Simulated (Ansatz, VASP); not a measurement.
# Two plane-wave programs on Hf2Br

```
Hf Br
1.0
     5.20580    0.00000    0.00000
    -2.60290    4.50835    0.00000
     0.00000    0.00000    3.07174
Hf Br
2 1
Direct
  0.33333 0.66667 0.50000
  0.66667 0.33333 0.50000
  0.00000 0.00000 0.00000
```

Alike in both runs: functional PBE; k mesh 6 × 6 × 4; occupations gaussian, width 0.1 eV; no spin polarisation.

Ansatz relaxed the structure, and its values are those at the end. VASP's run is a single point on that final structure, the one shown.

|  | VASP | Ansatz |
| --- | --- | --- |
| version | VASP 6.6.1 | Ansatz 0.2.0 |
| potentials or method | VASP PAW PBE potentials, release 64 (Hf_pv, Br), cutoff 520 eV | scalar-relativistic, plane waves, PAW |
| valence electrons in the cell | 27 | 59 |

|  | VASP | Ansatz | Ansatz less VASP |
| --- | --- | --- | --- |
| gap on the k mesh at the Fermi level (eV) | none | none | - |
| pressure (GPa) | -0.3 | 0.0 | +0.30 |

A gap of «none» marks a metal or a gap that the smearing closes. With one functional, cell and mesh, what is left measures potentials, basis and numerics. VASP's potentials hold 27 valence electrons a cell and Ansatz's 59, so a difference there can come from the potentials and not from the codes.

The k mesh is coarse, so the values compare programs but aren't converged. Spin-orbit coupling is off throughout.
